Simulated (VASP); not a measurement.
# Ti4B in VASP: further runs

Ti4B is run at these levels: PBEsol; tasks: single point, relaxation of the atoms.

Everything below comes from runs of VASP 6.6.1. Logs are shortened: lines on timing, memory, paths and dates and some standing lists are left out, and cuts for length are marked.

## 1. The cell of the first run

The cell holds a slab with vacuum, 5 atoms: a = 2.868 Å, b = 2.868 Å, c = 26.025 Å, α = 90.00°, β = 90.00°, γ = 120.00°.

## 2. Single point, PBEsol

INCAR reads:

```
PREC = Accurate
ENCUT = 520
EDIFF = 1E-6
ISMEAR = 0
SIGMA = 0.1
LREAL = F
LASPH = T
NELM = 80
ALGO = Normal
ISIF = 2
LWAVE = F
LCHARG = F
LDIPOL = T
IDIPOL = 3
DIPOL = 0.5 0.5 0.504
GGA = PS
NBANDS = 34
```

KPOINTS reads:

```
regular mesh
0
Gamma
  12 12 1
```

POSCAR reads:

```
Ti4B
1.0
    2.8679135959      0.0000000000      0.0000000000
   -1.4339567980      2.4836860299      0.0000000000
    0.0000000000      0.0000000000     26.0249249364
Ti B
4 1
Direct
    0.6666666667      0.3333333333      0.3266099719
    0.3333333333      0.6666666667      0.4165868556
    0.0000000000      0.0000000000      0.5067549702
    0.6666666667      0.3333333333      0.5929528521
    0.6666666667      0.3333333333      0.6774781126
```

Potentials or basis: VASP PAW PBE potentials, release 64 (Ti_sv, B).

On the command line:

```console
$ cat potpaw_PBE.64/Ti_sv/POTCAR potpaw_PBE.64/B/POTCAR > POTCAR
$ mpirun -np 1 vasp_std > vasp.out
```

OUTCAR:

```text
PREC = Accurate
   ENCUT = 520
   EDIFF = 1E-6
   ISMEAR = 0
   LREAL = F
   LASPH = T
   NELM = 80
   ISIF = 2
   GGA = PS

 ion  position               nearest neighbor table
   1  0.667  0.333  0.327-   2 2.87   2 2.87   2 2.87
   2  0.333  0.667  0.417-   1 2.87   1 2.87   1 2.87   3 2.87   3 2.87   3 2.87
   3  0.000  0.000  0.507-   4 2.79   4 2.79   4 2.79   2 2.87   2 2.87   2 2.87
   4  0.667  0.333  0.593-   5 2.20   3 2.79   3 2.79   3 2.79
   5  0.667  0.333  0.677-   4 2.20

  LATTYP: Found a hexagonal cell.
 ALAT       =     2.8679135959
 C/A-ratio  =     9.0745149971

  Lattice vectors:

 A1 = (   2.8679135959,   0.0000000000,   0.0000000000)
 A2 = (  -1.4339567980,   2.4836860299,   0.0000000000)
 A3 = (   0.0000000000,   0.0000000000,  26.0249249364)

Analysis of symmetry for initial positions (statically):
=====================================================================
 Subroutine PRICEL returns:
 Original cell was already a primitive cell.

 Routine SETGRP: Setting up the symmetry group for a
 hexagonal supercell.

 Subroutine GETGRP returns: Found  6 space group operations
 (whereof  6 operations were pure point group operations)
 out of a pool of 24 trial point group operations.

The static configuration has the point symmetry C_3v.

Analysis of symmetry for dynamics (positions and initial velocities):
=====================================================================
 Subroutine PRICEL returns:
 Original cell was already a primitive cell.

 Routine SETGRP: Setting up the symmetry group for a
 hexagonal supercell.

 Subroutine GETGRP returns: Found  6 space group operations
 (whereof  6 operations were pure point group operations)
 out of a pool of 24 trial point group operations.

The dynamic configuration has the point symmetry C_3v.

 Subroutine INISYM returns: Found  6 space group operations
 (whereof  6 operations are pure point group operations),
 and found     1 'primitive' translations

----------------------------------------------------------------------------------------

                                     Primitive cell

  volume of cell :     185.3755

  direct lattice vectors                    reciprocal lattice vectors
     2.867913596  0.000000000  0.000000000     0.348685540  0.201313690  0.000000000
    -1.433956798  2.483686030  0.000000000     0.000000000  0.402627380  0.000000000
     0.000000000  0.000000000 26.024924936     0.000000000  0.000000000  0.038424703

  length of vectors
     2.867913596  2.867913596 26.024924936     0.402627380  0.402627380  0.038424703

  position of ions in fractional coordinates (direct lattice)
     0.666666667  0.333333333  0.326609972
     0.333333333  0.666666667  0.416586856
     0.000000000  0.000000000  0.506754970
     0.666666667  0.333333333  0.592952852
     0.666666667  0.333333333  0.677478113

  ion indices of the primitive-cell ions
   primitive index   ion index
                 1           1
                 2           2
                 3           3
                 4           4
                 5           5

----------------------------------------------------------------------------------------

 KPOINTS: regular mesh

Automatic generation of k-mesh.
 Grid dimensions read from file:
 generate k-points for:   12   12    1

 Generating k-lattice:

  Cartesian coordinates                     Fractional coordinates (reciprocal lattice)
     0.029057128  0.016776141  0.000000000     0.083333333 -0.000000000  0.000000000
     0.000000000  0.033552282  0.000000000     0.000000000  0.083333333  0.000000000
     0.000000000  0.000000000  0.038424703     0.000000000  0.000000000  1.000000000

  Length of vectors
     0.033552282  0.033552282  0.038424703

  Shift w.r.t. Gamma in fractional coordinates (k-lattice)
     0.000000000  0.000000000  0.000000000

 Subroutine IBZKPT returns following result:
 ===========================================

 Found     19 irreducible k-points:

 Following reciprocal coordinates:
            Coordinates               Weight
  0.000000  0.000000  0.000000      1.000000
  0.083333 -0.000000  0.000000      6.000000
  0.166667 -0.000000  0.000000      6.000000
  0.250000 -0.000000  0.000000      6.000000
  0.333333 -0.000000  0.000000      6.000000
  0.416667 -0.000000  0.000000      6.000000
[... 11 lines left out ...]
  0.333333  0.250000  0.000000     12.000000
  0.333333  0.333333  0.000000      2.000000
   k-points           NKPTS =     19   k-points in BZ     NKDIM =     19   number of bands    NBANDS=     34
   number of dos      NEDOS =    301   number of ions     NIONS =      5
   total plane-waves  NPLWV = 112896
   dimension x,y,z NGX =    24 NGY =   24 NGZ =  196
   dimension x,y,z NGXF=    48 NGYF=   48 NGZF=  392
   ions per type =               4   1
   NGX,Y,Z   is equivalent  to a cutoff of  13.91, 13.91, 12.52 a.u.
   NGXF,Y,Z  is equivalent  to a cutoff of  27.82, 27.82, 25.04 a.u.
 SYSTEM =  unknown system
   PREC   = accura    normal or accurate (medium, high low for compatibility)
   ISTART =      0    job   : 0-new  1-cont  2-samecut
   ICHARG =      2    charge: 1-file 2-atom 10-const
   ISPIN  =      1    spin polarized calculation?
   LNONCOLLINEAR =      F non collinear calculations
   LSORBIT =      F    spin-orbit coupling
   LASPH  =      T    aspherical Exc in radial PAW
   ENCUT  =  520.0 eV  38.22 Ry    6.18 a.u.   5.33  5.33 48.39*2*pi/ulx,y,z
   NELM   =     80;   NELMIN=  2; NELMDL= -5     # of ELM steps
   EDIFF  = 0.1E-05   stopping-criterion for ELM
   LREAL  =      F    real-space projection
   EDIFFG = 0.1E-04   stopping-criterion for IOM
   NSW    =      0    number of steps for IOM
   IBRION =     -1    ionic relax: 0-MD 1-quasi-New 2-CG
   NFREE  =      0    steps in history (QN), initial steepest desc. (CG)
   ISIF   =      2    stress and relaxation
   ISYM   =      2    0-nonsym 1-usesym 2-fastsym
   POTIM  = 0.5000    time-step for ionic-motion
   TEBEG  =    0.0;   TEEND  =   0.0 temperature during run
   PSTRESS=    0.0 pullay stress
   NELECT =      51.0000    total number of electrons
   NUPDOWN=      -1.0000    fix difference up-down
   EMIN   =  10.00;   EMAX   =-10.00  energy-range for DOS
   EFERMI =   0.00;   METHOD = LEGACY
   ISMEAR =     0;   SIGMA  =   0.10  broadening in eV -4-tet -1-fermi 0-gaus
   EFERMI_NEDOS =   21; number of points for ismear=-14 and -15
   IALGO  =     38    algorithm
   IMIX   =      4    mixing-type and parameters
     AMIX     =   0.40;   BMIX     =  1.00
     AMIX_MAG =   1.60;   BMIX_MAG =  1.00
  volume/ion in A,a.u.               =      37.08       250.20
  Fermi-wavevector in a.u.,A,eV,Ry     =   1.064750  2.012085 15.424811  1.133692
  Thomas-Fermi vector in A             =   2.200278
   LORBIT       =      0    0 simple, 1 ext, 2 COOP (PROOUT), +10 PAW based schemes
   GGA     = PS    functional components
   LHFCALC =     F    Hartree Fock is set to
   AEXX    =    0.0000 exact exchange contribution
   IVDW    =     0    specifies the selected vdW correction
   LEPSILON=     F    determine dielectric tensor
   LRPA    =     F    only Hartree local field effects (RPA)
 non-spin polarized calculation
 Gauss-broadening in eV      SIGMA  =   0.10
  energy-cutoff  :      520.00
  volume of cell :      185.38
 maximum number of plane-waves:      5023
 NGX is ok and might be reduce to    24
   NGX = 11   NGY = 11   NGZ = 97

 dipolmoment           0.000000      0.000000     -0.006757 electrons x Angstroem

 number of electron      51.0000009 magnetization

 dipolmoment           0.000000      0.000000      0.039206 electrons x Angstroem

 Free energy of the ion-electron system (eV)
  ---------------------------------------------------
  ext. energy  EPLUGINS =         0.00000000
  ---------------------------------------------------
  free energy    TOTEN  =       -35.31042975 eV

  energy without entropy =      -35.27221308  energy(sigma->0) =      -35.29132141

 E-fermi :   0.3646     XC(G=0):  -5.7015

 val. band max:        0.3591946717   @ k =   0.1667  -0.0000   0.0000
 cond. band min:       0.3887430506   @ k =   0.2500   0.2500   0.0000
 fundamental gap:      0.0295483789
 Fermi energy:         0.3645523809

 k-point     1 :       0.0000    0.0000    0.0000
  band No.  band energies     occupation
      1     -56.2525      2.00000
      2     -56.0644      2.00000
      3     -55.9934      2.00000
      4     -55.9322      2.00000
      5     -32.7702      2.00000
      6     -32.6055      2.00000
[... 26 lines left out ...]
     33       1.5031      0.00000
     34       1.5031      0.00000

 k-point     2 :       0.0833   -0.0000    0.0000
  band No.  band energies     occupation
      1     -56.2458      2.00000
      2     -56.0563      2.00000
      3     -55.9872      2.00000
      4     -55.9275      2.00000
      5     -32.7573      2.00000
      6     -32.5984      2.00000
[... 26 lines left out ...]
     33       1.5061      0.00000
     34       1.6334      0.00000

 k-point     3 :       0.1667   -0.0000    0.0000
  band No.  band energies     occupation
      1     -56.2273      2.00000
      2     -56.0337      2.00000
      3     -55.9703      2.00000
      4     -55.9148      2.00000
      5     -32.7228      2.00000
      6     -32.5812      2.00000
[... 26 lines left out ...]
     33       1.8304      0.00000
     34       1.9823      0.00000
[... 519 lines left out ...]
 k-point    18 :       0.3333    0.2500    0.0000
  band No.  band energies     occupation
      1     -56.1416      2.00000
      2     -55.9146      2.00000
      3     -55.8988      2.00000
      4     -55.8631      2.00000
      5     -32.7599      2.00000
      6     -32.6390      2.00000
[... 26 lines left out ...]
     33       2.2092      0.00000
     34       2.4411      0.00000

 k-point    19 :       0.3333    0.3333    0.0000
  band No.  band energies     occupation
      1     -56.1382      2.00000
      2     -55.9069      2.00000
      3     -55.8984      2.00000
      4     -55.8614      2.00000
      5     -32.6978      2.00000
      6     -32.6798      2.00000
[... 26 lines left out ...]
     33       2.3205      0.00000
     34       2.4779      0.00000

------------------------ aborting loop because EDIFF is reached ----------------------------------------

 vacuum level on the upper side and lower side of the slab       (xc-potential included)         0.220        -0.724

  FORCE on cell =-STRESS in cart. coord.  units (eV):
  Direction    XX          YY          ZZ          XY          YZ          ZX
  --------------------------------------------------------------------------------------
  -------------------------------------------------------------------------------------
  Total       -2.7918642     -2.7918642     -1.0861174      0.0000000      0.0000000      0.0000000
  in kB      -24.1297390    -24.1297390     -9.3871792      0.0000000      0.0000000      0.0000000
  external PRESSURE =     -19.2155524 kB  Pullay stress =       0.0000000 kB

 VOLUME and BASIS-vectors are now :
 -----------------------------------------------------------------------------
  energy-cutoff  :      520.00
  volume of cell :      185.38
      direct lattice vectors                 reciprocal lattice vectors
     2.867913596  0.000000000  0.000000000     0.348685540  0.201313690  0.000000000
    -1.433956798  2.483686030  0.000000000     0.000000000  0.402627380  0.000000000
     0.000000000  0.000000000 26.024924936     0.000000000  0.000000000  0.038424703

 POSITION                                       TOTAL-FORCE (eV/Angst)
 -----------------------------------------------------------------------------------
      1.43396      0.82790      8.50000        -0.000000     -0.000000      0.472619
     -0.00000      1.65579     10.84164         0.000000     -0.000000     -0.488421
      0.00000      0.00000     13.18826         0.000000      0.000000      0.007736
      1.43396      0.82790     15.43155         0.000000     -0.000000      0.010089
      1.43396      0.82790     17.63132         0.000000     -0.000000     -0.002023
 -----------------------------------------------------------------------------------
    total drift:                               -0.000000      0.000000      0.000551

  FREE ENERGIE OF THE ION-ELECTRON SYSTEM (eV)
  ---------------------------------------------------
  free  energy   TOTEN  =       -35.3104297474 eV

  energy  without entropy=      -35.2722130767  energy(sigma->0) =      -35.29132141

 vacuum level on the upper side and lower side of the slab         5.835         4.876
```

Run time: 5 min. Hardware: 1 thread of AMD EPYC 9R45 (Zen 5), shared host; peak memory 0.33 GiB.

Results:

```yaml
Free_energy: -35.3104 eV
Largest_force: 0.488 eV/Å
Band_gap_on_the_k_mesh: zero (an odd number of electrons rules out a gap without spin polarisation)
```

Forces on the atoms (eV/Å):
```
Ti   0.000  0.000  0.473
Ti   0.000  0.000 -0.488
Ti   0.000  0.000  0.008
Ti   0.000  0.000  0.010
B    0.000  0.000 -0.002
```

Caveat: the PAW data sets were made with another functional, which shifts forces and pressure a little.

## 3. Single point, PBEsol

INCAR reads:

```
SYSTEM = Ti4B
PREC = Accurate
ENCUT = 520
EDIFF = 1E-6
ISMEAR = 0
SIGMA = 0.1
LREAL = .FALSE.
LASPH = .TRUE.
NELM = 100
ALGO = Normal
ISIF = 2
LWAVE = .FALSE.
LCHARG = .FALSE.
LDIPOL = .TRUE.
IDIPOL = 3
DIPOL = 0.5 0.5 0.501
GGA = PS
NBANDS = 34
```

KPOINTS reads:

```
regular mesh
0
G
  12 12 1
  0 0 0
```

POSCAR reads:

```
Ti4B
1.0
    2.8679135959      0.0000000000      0.0000000000
   -1.4339567980      2.4836860299      0.0000000000
    0.0000000000      0.0000000000     26.0249249364
Ti B
4 1
Direct
    0.6666666667      0.3333333333      0.3266099719
    0.3333333333      0.6666666667      0.4165868556
    0.0000000000      0.0000000000      0.5060525318
    0.6666666667      0.3333333333      0.5990030343
    0.3333333333      0.6666666667      0.6571084418
```

Potentials or basis: VASP PAW PBE potentials, release 64 (Ti_sv, B).

On the command line:

```console
$ cat potpaw_PBE.64/Ti_sv/POTCAR potpaw_PBE.64/B/POTCAR > POTCAR
$ mpirun -np 1 vasp_std > vasp.out
```

It took 5.2 min on 1 thread of AMD EPYC 9R45 (Zen 5), shared host; peak memory 0.32 GiB.

It converged, with:

```yaml
Free_energy: -36.8050 eV
Largest_force: 0.459 eV/Å
Band_gap_on_the_k_mesh: zero (an odd number of electrons rules out a gap without spin polarisation)
```

Forces on the atoms (eV/Å):
```
Ti   0.000  0.000  0.459
Ti   0.000  0.000 -0.438
Ti   0.000  0.000 -0.021
Ti   0.000  0.000 -0.002
B    0.000  0.000  0.002
```

Levels at points of the mesh, in eV from the Fermi level:
```tsv
k point	band 21	band 22	band 23	band 24	band 25	band 26	band 27	band 28	band 29	band 30
(0.00, 0.00, 0.00)	-2.88	-0.15	-0.05	0.44	0.58	0.70	0.70	0.82	0.82	1.03
(0.50, 0.00, 0.00)	-1.95	-1.62	-1.09	-1.01	-0.21	0.48	0.53	0.71	1.06	1.19
```

Caveat: the PAW data sets were made with another functional, which shifts forces and pressure a little.

## 4. Single point, PBEsol

INCAR reads:

```
PREC = Accurate ; ENCUT = 520
EDIFF = 1E-7 ; ISMEAR = 0
SIGMA = 0.1 ; LREAL = False
LASPH = True ; NELM = 80
ALGO = Normal ; ISIF = 2
LWAVE = False ; LCHARG = True
LDIPOL = True ; IDIPOL = 3
DIPOL = 0.5 0.5 0.501 ; GGA = PS
LELF = True ; LVHAR = True
LVACPOTAV = True ; NBANDS = 34
```

KPOINTS reads:

```
regular mesh
0
Gamma
  12 12 1
```

POSCAR reads:

```
Ti4B
1.0
    2.8679135959      0.0000000000      0.0000000000
   -1.4339567980      2.4836860299      0.0000000000
    0.0000000000      0.0000000000     26.0249249364
Ti B
4 1
Direct
    0.6666666667      0.3333333333      0.3266099719
    0.3333333333      0.6666666667      0.4165868556
    0.0000189215     -0.0000189215      0.5058518566
    0.6672765901      0.3327234099      0.5989004080
    0.3336192139     -0.3336192139      0.6569118668
```

On the command line:

```console
$ cat potpaw_PBE.64/Ti_sv/POTCAR potpaw_PBE.64/B/POTCAR > POTCAR
$ mpirun -np 1 vasp_std > vasp.out
```

Wall time 8.5 min (1 thread of AMD EPYC 9R45 (Zen 5), shared host); peak memory 0.42 GiB.

Results (log left out):

* Free energy: -36.8051 eV
* Largest force: 0.455 eV/Å
* Band gap on the k mesh: zero (an odd number of electrons rules out a gap without spin polarisation)

Forces on the atoms (eV/Å):
```
Ti   0.000  0.000  0.455
Ti   0.000  0.000 -0.450
Ti   0.001 -0.001 -0.001
Ti  -0.005  0.003 -0.026
B    0.004 -0.002  0.022
```

Levels at points of the mesh, in eV from the Fermi level:
```tsv
k point	band 22	band 23	band 24	band 25	band 26	band 27	band 28	band 29
(0.00, 0.00, 0.00)	-0.15	-0.05	0.44	0.59	0.70	0.70	0.82	0.82
(0.50, 0.00, 0.00)	-1.63	-1.09	-1.00	-0.20	0.48	0.53	0.71	1.07
(0.50, 0.50, 0.00)	-1.63	-1.09	-1.00	-0.20	0.48	0.53	0.71	1.06
```

Caveat: the PAW data sets were made with another functional, which shifts forces and pressure a little.

## 5. Relaxation of the atoms, PBEsol

INCAR reads:

```
SYSTEM = Ti4B
PREC = Accurate ; ENCUT = 520
EDIFF = 1E-6 ; ISMEAR = 0
SIGMA = 0.1 ; LREAL = .FALSE.
LASPH = .TRUE. ; NELM = 100
ALGO = Normal ; ISIF = 2
LWAVE = .FALSE. ; LCHARG = .FALSE.
LDIPOL = .TRUE. ; IDIPOL = 3
DIPOL = 0.5 0.5 0.506 ; GGA = PS
IBRION = 2 ; NSW = 90
EDIFFG = -0.03
```

KPOINTS reads:

```
Automatic mesh
0
G
  12 12 1
  0 0 0
```

POSCAR reads:

```
Ti4B
1.0
    2.8679135959      0.0000000000      0.0000000000
   -1.4339567980      2.4836860299      0.0000000000
    0.0000000000      0.0000000000     26.0249249364
Ti B
4 1
Selective dynamics
Direct
    0.6666666667      0.3333333333      0.3266099719  F F F
    0.3333333333      0.6666666667      0.4165868556  F F F
    0.0000000000      0.0000000000      0.5080269179  T T T
    0.6666666667      0.3333333333      0.5921085105  T T T
    0.6666666667      0.3333333333      0.6858647848  T T T
```

On the command line:

```console
$ cat potpaw_PBE.64/Ti_sv/POTCAR potpaw_PBE.64/B/POTCAR > POTCAR
$ mpirun -np 1 vasp_std > vasp.out
```

Wall time 23 min (1 thread of Intel Xeon Platinum 8488C (Sapphire Rapids), shared host); peak memory 0.38 GiB.

The run converged. Its results:

* Free energy: -35.3105 eV
* Energy gained by relaxing: 26.0 meV/atom
* Ionic steps: 16
* Band gap on the k mesh: zero (an odd number of electrons rules out a gap without spin polarisation)

The path:
```csv
step,energy change (eV),largest force on free atoms (eV/Å),pressure (GPa)
1,0.0000,1.0757,-2.59
2,-0.0763,0.6458,-2.65
3,-0.1122,0.2698,-2.54
4,-0.1124,0.2512,-2.56
5,-0.1183,0.1804,-2.47
6,-0.1240,0.1920,-2.25
7,-0.1255,0.0935,-2.22
8,-0.1255,0.0888,-2.23
9,-0.1263,0.0675,-2.21
10,-0.1278,0.0717,-2.19
11,-0.1273,0.1229,-2.12
12,-0.1282,0.0927,-2.16
13,-0.1289,0.0493,-2.11
14,-0.1292,0.0809,-2.04
15,-0.1298,0.0328,-1.98
16,-0.1299,0.0093,-1.96
```

Final structure:
```
CELL_PARAMETERS angstrom
2.86791 0.00000 0.00000
-1.43396 2.48369 0.00000
0.00000 0.00000 26.02492
ATOMIC_POSITIONS crystal
Ti 0.66667 0.33333 0.32661
Ti 0.33333 0.66667 0.41659
Ti 0.00000 0.00000 0.50708
Ti 0.66667 0.33333 0.59334
B 0.66667 0.33333 0.67781
```

Levels at points of the mesh, in eV from the Fermi level:
```tsv
k point	band 23	band 24	band 25	band 26	band 27	band 28
(0.00, 0.00, 0.00)	-0.12	0.32	0.45	0.77	0.77	0.91
(0.50, 0.00, 0.00)	-1.64	-1.15	-0.33	0.41	0.58	0.84
```

Caveat: the PAW data sets were made with another functional, which shifts forces and pressure a little.

## 6. The runs side by side

| task | cell | atoms held fixed (from 0) | gap on the mesh (eV) | largest force (eV/Å) |
| --- | --- | --- | --- | --- |
| single point | as given, atomic positions A | - | none | 0.49 |
| single point | as given, atomic positions B | - | none | 0.46 |
| relaxation of the atoms | atoms relaxed, atomic positions C | [0, 1] | none | - |

Alike in all rows: level PBEsol; potentials or basis VASP PAW PBE potentials, release 64 (Ti_sv, B); no spin polarisation; k mesh 12 × 12 × 1; cutoff (eV) 520; smearing gaussian 0.1 eV.

Caveats: the PAW data sets were made with another functional, which shifts forces and pressure a little.

Total energies depend on the potentials used, so only differences within one code and one set of settings carry meaning.
